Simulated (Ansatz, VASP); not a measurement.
## LiF: VASP beside Ansatz

File INCAR:

```
PREC = Accurate
ENCUT = 520
EDIFF = 1E-6
ISMEAR = -1
SIGMA = 0.02
LREAL = F
LASPH = T
NELM = 100
ALGO = Normal
ISIF = 2
LWAVE = F
LCHARG = T
GGA = PE
LELF = T
LVHAR = T
NBANDS = 12
```

Contents of KPOINTS:

```
regular mesh
0
Gamma
  10 10 10
```

File POSCAR:

```
LiF
1.0
    0.0000000000      2.1446105349      2.1446105349
    2.1446105349      0.0000000000      2.1446105349
    2.1446105349      2.1446105349      0.0000000000
Li F
1 1
Direct
    0.0000000000      0.0000000000      0.0000000000
    0.2500000000      0.2500000000      0.2500000000
```

Input for Ansatz:

```yaml
crystal:
  lattice:
    - [0.0, 2.1446105349, 2.1446105349]
    - [2.1446105349, 0.0, 2.1446105349]
    - [2.1446105349, 2.1446105349, 0.0]
  atoms:
    - { symbol: Li, position: [0.0, 0.0, 0.0] }
    - { symbol: F, position: [0.25, 0.25, 0.25] }
kpoints:
  mp_grid: { grid: [10, 10, 10] }
  band_path:
    path:
      - [[0.0, 0.0, 0.0], [-0.5, -0.5, -6.812246555036e-35], [-0.375, -0.375, 0.25]]
      - [[-0.375, -2.731387671749e-17, 0.375], [0.0, 0.0, 0.0], [1.713024531571e-17, 1.713024531571e-17, 0.5], [-0.5, -0.25, 0.25], [-0.5, -0.5, -6.812246555036e-35]]
    npoints: 10
hamiltonian:
  xc: pbe
scf:
  occupations: { method: fermi_dirac, width: 0.02 }
  n_extra_bands: 4
output:
  forces: true
  stress: true
  eigenvalues: true
```

Alike in both runs: task single point; functional PBE; k mesh 10 × 10 × 10; occupations fermi-dirac, width 0.02 eV; no spin polarisation.

|  | VASP | Ansatz |
| --- | --- | --- |
| version | VASP 6.6.1 | Ansatz 0.2.0 |
| potentials or method | VASP PAW PBE potentials, release 64 (Li_sv, F) | plane waves, PAW |
| plane-wave cutoff (eV) | 520 | 420 |
| valence electrons in the cell | 10 | 10 |

|  | VASP | Ansatz | Ansatz less VASP |
| --- | --- | --- | --- |
| gap on the k mesh at the Fermi level (eV) | 7.92 | 7.93 | +0.012 |

Noted on VASP's run: the cutoff is short for stress, so the pressure is rough.
